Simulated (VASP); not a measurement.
A run of VASP 6.6.1:

INCAR

```
SYSTEM = Si5Ge
ALGO     = Normal         ! electronic algorithm
EDIFF    = 1E-6           ! SCF threshold, eV
ENCUT    = 520            ! plane-wave cutoff, eV
GGA      = PE             ! functional
ISIF     = 2              ! what is computed and relaxed
ISMEAR   = 0              ! smearing method
LASPH    = .TRUE.         ! aspherical terms in the spheres
LCHARG   = .FALSE.        ! write CHGCAR
LREAL    = .FALSE.        ! projectors in reciprocal space
LWAVE    = .FALSE.        ! write WAVECAR
NBANDS   = 26             ! bands
NELM     = 100            ! most SCF steps
PREC     = Accurate       ! precision mode
SIGMA    = 0.1            ! smearing width, eV
```

The input KPOINTS:

```
k-points
0
G
  6 6 4
  0 0 0
```

File POSCAR:

```
Si5Ge
1.0
    4.9521777723      0.0000000028      0.0000000000
   -2.4760888886      4.2887117534      0.0000000000
    0.0000000000      0.0000000000      4.6427590605
Si Ge
5 1
Direct
    0.3333333333      0.6666666667      0.0000000000
    0.6666666667      0.3333333333      0.0000000000
    0.5000000000      0.0000000000      0.5000000000
    0.5000000000      0.5000000000      0.5000000000
    0.0000000000      0.5000000000      0.5000000000
    0.0000000000      0.0000000000      0.0000000000
```

Potentials or basis: VASP PAW PBE potentials, release 64 (Si, Ge_d).

Command:

```console
$ cat potpaw_PBE.64/Si/POTCAR potpaw_PBE.64/Ge_d/POTCAR > POTCAR
$ mpirun -np 1 vasp_std > vasp.out
```

Hardware: 1 thread of Intel(R) Xeon(R) 6975P-C (Granite Rapids), with other jobs on the host.

Task: Estimate the wall time of this run.

Result: It took 54 s on 1 thread of Intel(R) Xeon(R) 6975P-C (Granite Rapids), on a shared host, peak memory 0.24 GiB. Counts: scf iterations 13, k points 21.
